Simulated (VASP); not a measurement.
Crystal: Ti.

```
Ti
1.0
     4.56737    0.00000    0.00000
    -2.28369    3.95546    0.00000
     0.00000    0.00000    2.82624
Ti
3
Direct
  0.66667 0.33333 0.50000
  0.33333 0.66667 0.50000
  0.00000 0.00000 0.00000
```

This isn't the form of Ti at room conditions, which is hcp.

```yaml
Program: VASP 6.6.1
Task: relaxation of cell and atoms
Functional: PBEsol
Potentials_or_basis: VASP PAW PBE potentials, release 64 (Ti_sv)
Cutoff: 600 eV
k_mesh: 7 × 7 × 9
Occupations: fermi-dirac, width 0.05 eV
Spin: no spin polarisation
```

At the start: pressure -3.9 GPa; volume 17.02 Å³/atom.

Q: Where does the relaxation end?

A: Over 7 steps the energy falls by 7.4 meV/atom and the volume is 16.42 Å³/atom (-3.5 %); space group P6/mmm (No. 191, to 0.1 Å) before and after.

The path:
```tsv
step	energy change (eV)	largest force (eV/Å)	pressure (GPa)	volume (Å³)
1	0.0000	0.0000	-3.89	51.06
2	-0.0103	0.0000	3.14	48.07
3	-0.0222	0.0000	0.02	49.30
4	-0.0222	0.0000	-0.06	49.33
5	-0.0223	0.0000	-0.09	49.33
6	-0.0223	0.0000	-0.08	49.33
7	-0.0223	0.0000	0.03	49.27
```

Final structure:
```
Ti
1.0
     4.51087    0.00000    0.00000
    -2.25544    3.90653    0.00000
     0.00000    0.00000    2.79609
Ti
3
Cartesian
  2.2554 1.3022 1.3980
  0.0000 2.6044 1.3980
  0.0000 0.0000 0.0000
```

Caveat: the PAW data sets were made with another functional, which shifts forces and pressure a little.
